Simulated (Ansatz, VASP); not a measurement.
One calculation of HfB3N, two programs

```
CELL_PARAMETERS angstrom
3.62740 0.00000 0.00000
0.00000 3.62740 0.00000
0.00000 0.00000 3.62740
ATOMIC_POSITIONS crystal
Hf 0.00000 0.00000 0.00000
B 0.50000 0.50000 0.00000
B 0.50000 0.00000 0.50000
B 0.00000 0.50000 0.50000
N 0.50000 0.50000 0.50000
```

Change from the starting cell: species swapped into the Ti3AlC type (Pm-3m, No. 221).

Alike in both runs: functional PBE; k mesh 4 × 4 × 4; occupations gaussian, width 0.1 eV; no spin polarisation.

Ansatz relaxed the structure, and its values are those at the end. VASP's run is a single point on that final structure, the one shown.

|  | VASP | Ansatz |
| --- | --- | --- |
| version | VASP 6.6.1 | Ansatz 0.2.0 |
| potentials or method | VASP PAW PBE potentials, release 64 (Hf_pv, B, N), cutoff 520 eV | scalar-relativistic, plane waves, PAW |
| valence electrons in the cell | 24 | 40 |

```tsv
	VASP	Ansatz	Ansatz less VASP
gap on the k mesh at the Fermi level (eV)	none	none	-
pressure (GPa)	-0.1	0.0	+0.08
```

A gap of «none» marks a metal or a gap that the smearing closes. VASP's potentials hold 24 valence electrons a cell and Ansatz's 40, so a difference there can come from the potentials and not from the codes.

The k mesh is coarse, so the values compare programs but aren't converged. Spin-orbit coupling is off throughout.
